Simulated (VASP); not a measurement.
# BiTe (Immm) in VASP: a series of runs, part 2 of 2

VASP 6.6.1.

### Step 4. Single point, PBE (strain -0.0100 x Voigt [0, 0, 0, 1, 0, 0])

File INCAR:

```
SYSTEM = BiTe
  PREC = Accurate
  ENCUT = 520
  EDIFF = 1E-7
  ISMEAR = 0
  SIGMA = 0.15
  LREAL = .False.
  LASPH = .True.
  NELM = 100
  ALGO = Normal
  ISIF = 2
  LWAVE = .False.
  LCHARG = .False.
  GGA = PE
  NBANDS = 18
```

File KPOINTS:

```
Automatic mesh
0
Gamma
  14 14 14
  0 0 0
```

File POSCAR:

```
BiTe
1.0
    0.0000000000      3.2188250000      3.2188250000
    3.2350000000     -0.0161750000      3.2350000000
    3.2350000000      3.2350000000     -0.0161750000
Bi Te
1 1
Direct
    0.0000000000      0.0000000000      0.0000000000
    0.5000000000      0.5000000000      0.5000000000
```

Potentials or basis: VASP PAW PBE potentials, release 64 (Bi_d, Te).

Launch:

```bash
$ cat potpaw_PBE.64/Bi_d/POTCAR potpaw_PBE.64/Te/POTCAR > POTCAR
$ mpirun -np 1 vasp_std > vasp.out
```

OUTCAR:

```text
SYSTEM = BiTe
   PREC = Accurate
   ENCUT = 520
   EDIFF = 1E-7
   ISMEAR = 0
   LREAL = .False.
   LASPH = .True.
   NELM = 100
   ISIF = 2
   GGA = PE

 ion  position               nearest neighbor table
   1  0.000  0.000  0.000-   2 3.23   2 3.23   2 3.24   2 3.24   2 3.24   2 3.24
   2  0.500  0.500  0.500-   1 3.23   1 3.23   1 3.24   1 3.24   1 3.24   1 3.24

  LATTYP: Found a body centered orthorhombic cell.
 ALAT       =     4.5521059699
 B/A-ratio  =     1.0100502513
 C/A-ratio  =     1.4213201632

  Lattice vectors:

 A1 = (  -3.2350000000,   0.0161750000,  -3.2350000000)
 A2 = (  -3.2350000000,  -0.0161750000,   3.2350000000)
 A3 = (   3.2350000000,   3.2350000000,  -0.0161750000)

Analysis of symmetry for initial positions (statically):
=====================================================================
 Subroutine PRICEL returns:
 Original cell was already a primitive cell.

 Routine SETGRP: Setting up the symmetry group for a
 body centered orthorhombic supercell.

 Subroutine GETGRP returns: Found  8 space group operations
 (whereof  8 operations were pure point group operations)
 out of a pool of  8 trial point group operations.

The static configuration has the point symmetry D_2h.

Analysis of symmetry for dynamics (positions and initial velocities):
=====================================================================
 Subroutine PRICEL returns:
 Original cell was already a primitive cell.

 Routine SETGRP: Setting up the symmetry group for a
 body centered orthorhombic supercell.

 Subroutine GETGRP returns: Found  8 space group operations
 (whereof  8 operations were pure point group operations)
 out of a pool of  8 trial point group operations.

The dynamic configuration has the point symmetry D_2h.

 Subroutine INISYM returns: Found  8 space group operations
 (whereof  8 operations are pure point group operations),
 and found     1 'primitive' translations

----------------------------------------------------------------------------------------

                                     Primitive cell

  volume of cell :      67.7083

  direct lattice vectors                    reciprocal lattice vectors
     0.000000000  3.218825000  3.218825000    -0.154559505  0.155336186  0.155336186
     3.235000000 -0.016175000  3.235000000     0.154559505 -0.153790553  0.153790553
     3.235000000  3.235000000 -0.016175000     0.154559505  0.153790553 -0.153790553

  length of vectors
     4.552105970  4.575009468  4.575009468     0.268602499  0.266817745  0.266817745

  position of ions in fractional coordinates (direct lattice)
     0.000000000  0.000000000  0.000000000
     0.500000000  0.500000000  0.500000000

  ion indices of the primitive-cell ions
   primitive index   ion index
                 1           1
                 2           2

----------------------------------------------------------------------------------------

 KPOINTS: Automatic mesh

Automatic generation of k-mesh.
 Grid dimensions read from file:
 generate k-points for:   14   14   14

 Generating k-lattice:

  Cartesian coordinates                     Fractional coordinates (reciprocal lattice)
    -0.011039965  0.011095442  0.011095442     0.071428571 -0.000000000 -0.000000000
     0.011039965 -0.010985039  0.010985039     0.000000000  0.071428571  0.000000000
     0.011039965  0.010985039 -0.010985039     0.000000000  0.000000000  0.071428571

  Length of vectors
     0.019185893  0.019058410  0.019058410

  Shift w.r.t. Gamma in fractional coordinates (k-lattice)
     0.000000000  0.000000000  0.000000000

 Subroutine IBZKPT returns following result:
 ===========================================

 Found    428 irreducible k-points:

 Following reciprocal coordinates:
            Coordinates               Weight
  0.000000  0.000000  0.000000      1.000000
  0.071429 -0.000000 -0.000000      4.000000
  0.142857 -0.000000 -0.000000      4.000000
  0.214286 -0.000000 -0.000000      4.000000
  0.285714 -0.000000 -0.000000      4.000000
  0.357143 -0.000000 -0.000000      4.000000
[... 16 lines left out ...]
  0.000000  0.142857  0.000000      4.000000
  0.071429  0.142857 -0.000000      8.000000
 [... further k-points ...]
   k-points           NKPTS =    428   k-points in BZ     NKDIM =    428   number of bands    NBANDS=     18
   number of dos      NEDOS =    301   number of ions     NIONS =      2
   total plane-waves  NPLWV =  46656
   dimension x,y,z NGX =    36 NGY =   36 NGZ =   36
   dimension x,y,z NGXF=    72 NGYF=   72 NGZF=   72
   ions per type =               1   1
   NGX,Y,Z   is equivalent  to a cutoff of  13.15, 13.08, 13.08 a.u.
   NGXF,Y,Z  is equivalent  to a cutoff of  26.29, 26.16, 26.16 a.u.
 SYSTEM =  BiTe
   PREC   = accura    normal or accurate (medium, high low for compatibility)
   ISTART =      0    job   : 0-new  1-cont  2-samecut
   ICHARG =      2    charge: 1-file 2-atom 10-const
   ISPIN  =      1    spin polarized calculation?
   LNONCOLLINEAR =      F non collinear calculations
   LSORBIT =      F    spin-orbit coupling
   LASPH  =      T    aspherical Exc in radial PAW
   ENCUT  =  520.0 eV  38.22 Ry    6.18 a.u.   8.46  8.51  8.51*2*pi/ulx,y,z
   NELM   =    100;   NELMIN=  2; NELMDL= -5     # of ELM steps
   EDIFF  = 0.1E-06   stopping-criterion for ELM
   LREAL  =      F    real-space projection
   EDIFFG = 0.1E-05   stopping-criterion for IOM
   NSW    =      0    number of steps for IOM
   IBRION =     -1    ionic relax: 0-MD 1-quasi-New 2-CG
   NFREE  =      0    steps in history (QN), initial steepest desc. (CG)
   ISIF   =      2    stress and relaxation
   ISYM   =      2    0-nonsym 1-usesym 2-fastsym
   POTIM  = 0.5000    time-step for ionic-motion
   TEBEG  =    0.0;   TEEND  =   0.0 temperature during run
   PSTRESS=    0.0 pullay stress
   NELECT =      21.0000    total number of electrons
   NUPDOWN=      -1.0000    fix difference up-down
   EMIN   =  10.00;   EMAX   =-10.00  energy-range for DOS
   EFERMI =   0.00;   METHOD = LEGACY
   ISMEAR =     0;   SIGMA  =   0.15  broadening in eV -4-tet -1-fermi 0-gaus
   EFERMI_NEDOS =   21; number of points for ismear=-14 and -15
   IALGO  =     38    algorithm
   IMIX   =      4    mixing-type and parameters
     AMIX     =   0.40;   BMIX     =  1.00
     AMIX_MAG =   1.60;   BMIX_MAG =  1.00
  volume/ion in A,a.u.               =      33.85       228.46
  Fermi-wavevector in a.u.,A,eV,Ry     =   1.108155  2.094110 16.708063  1.228008
  Thomas-Fermi vector in A             =   2.244679
   LORBIT       =      0    0 simple, 1 ext, 2 COOP (PROOUT), +10 PAW based schemes
   GGA     = PE    functional components
   LHFCALC =     F    Hartree Fock is set to
   AEXX    =    0.0000 exact exchange contribution
   IVDW    =     0    specifies the selected vdW correction
   LEPSILON=     F    determine dielectric tensor
   LRPA    =     F    only Hartree local field effects (RPA)
 non-spin polarized calculation
 Gauss-broadening in eV      SIGMA  =   0.15
  energy-cutoff  :      520.00
  volume of cell :       67.71
 maximum number of plane-waves:      1847
 NGX is ok and might be reduce to    36
   NGX = 17   NGY = 17   NGZ = 17

 number of electron      21.0000001 magnetization

 Free energy of the ion-electron system (eV)
  ---------------------------------------------------
  ext. energy  EPLUGINS =         0.00000000
  ---------------------------------------------------
  free energy    TOTEN  =        -7.17981449 eV

  energy without entropy =       -7.16351019  energy(sigma->0) =       -7.17166234

 E-fermi :   6.6650     XC(G=0):  -9.4343

 val. band max:        6.6635417269   @ k =   0.1429   0.2857  -0.0000
 cond. band min:       6.6660379918   @ k =  -0.1429   0.5000   0.2143
 fundamental gap:      0.0024962649
 Fermi energy:         6.6649612505

 k-point     1 :       0.0000    0.0000    0.0000
  band No.  band energies     occupation
      1     -16.5008      2.00000
      2     -16.5008      2.00000
      3     -16.4984      2.00000
      4     -16.4978      2.00000
      5     -16.4972      2.00000
      6      -6.8725      2.00000
[... 10 lines left out ...]
     17      12.7669      0.00000
     18      13.2099      0.00000
[... 463 lines left out ...]
 k-point    24 :       0.0714    0.1429   -0.0000
  band No.  band energies     occupation
      1     -16.5021      2.00000
      2     -16.5006      2.00000
      3     -16.4982      2.00000
      4     -16.4967      2.00000
      5     -16.4963      2.00000
      6      -6.7069      2.00000
[... 10 lines left out ...]
     17      13.3455      0.00000
     18      13.6711      0.00000

 [... further k-points ...]

------------------------ aborting loop because EDIFF is reached ----------------------------------------

  FORCE on cell =-STRESS in cart. coord.  units (eV):
  Direction    XX          YY          ZZ          XY          YZ          ZX
  --------------------------------------------------------------------------------------
  -------------------------------------------------------------------------------------
  Total        0.2997357      0.3011893      0.3011893      0.0000000     -0.0007474      0.0000000
  in kB        7.0926271      7.1270231      7.1270231      0.0000000     -0.0176849      0.0000000
  external PRESSURE =       7.1155578 kB  Pullay stress =       0.0000000 kB

 VOLUME and BASIS-vectors are now :
 -----------------------------------------------------------------------------
  energy-cutoff  :      520.00
  volume of cell :       67.71
      direct lattice vectors                 reciprocal lattice vectors
     0.000000000  3.218825000  3.218825000    -0.154559505  0.155336186  0.155336186
     3.235000000 -0.016175000  3.235000000     0.154559505 -0.153790553  0.153790553
     3.235000000  3.235000000 -0.016175000     0.154559505  0.153790553 -0.153790553

 POSITION                                       TOTAL-FORCE (eV/Angst)
 -----------------------------------------------------------------------------------
      0.00000      0.00000      0.00000         0.000000     -0.000000      0.000000
      3.23500      3.21882      3.21883         0.000000      0.000000     -0.000000
 -----------------------------------------------------------------------------------
    total drift:                               -0.000000      0.000000      0.000000

  FREE ENERGIE OF THE ION-ELECTRON SYSTEM (eV)
  ---------------------------------------------------
  free  energy   TOTEN  =        -7.1798144877 eV

  energy  without entropy=       -7.1635101856  energy(sigma->0) =       -7.17166234
```

stdout:

```text
POSCAR found type information on POSCAR BiTe
 POSCAR found :  2 types and       2 ions
 scaLAPACK will be used
 LDA part: xc-table for (Slater+PW92), standard interpolation
 POSCAR, INCAR and KPOINTS ok, starting setup
 FFT: planning ... GRIDC
 FFT: planning ... GRID_SOFT
 FFT: planning ... GRID
 WAVECAR not read
 entering main loop
```

Wall time 10 min (1 thread of Intel Xeon 8259CL, shared host); peak memory 0.62 GiB.

Results:

| Quantity | Value |
| --- | --- |
| Free energy | -7.1798 eV |
| Pressure | 0.7 GPa |
| Band gap on the k mesh | zero (an odd number of electrons rules out a gap without spin polarisation) |

Caveat: the cell differs from its parent crystal (strain -0.0100 x Voigt [0, 0, 0, 1, 0, 0]); spin-orbit coupling is left out, which moves the levels of the heavy elements.

### Step 5. Overview

```tsv
cell	gap on the mesh (eV)	pressure (GPa)
a = 4.529, b = 4.575, c = 4.575 Å, angles 60.7, 60.3, 60.3°, 2 atoms	none	0.7
a = 4.609, b = 4.575, c = 4.575 Å, angles 59.5, 59.8, 59.8°, 2 atoms	none	0.7
a = 4.552, b = 4.575, c = 4.575 Å, angles 60.3, 60.2, 60.2°, 2 atoms	none	0.7
```

Alike in all rows: task single point; level PBE; potentials or basis VASP PAW PBE potentials, release 64 (Bi_d, Te); no spin polarisation; k mesh 14 × 14 × 14; cutoff (eV) 520; smearing gaussian 0.15 eV.

Caveats: spin-orbit coupling is left out, which moves the levels of the heavy elements.

Total energies depend on the potentials used, so only differences within one code and one set of settings carry meaning.
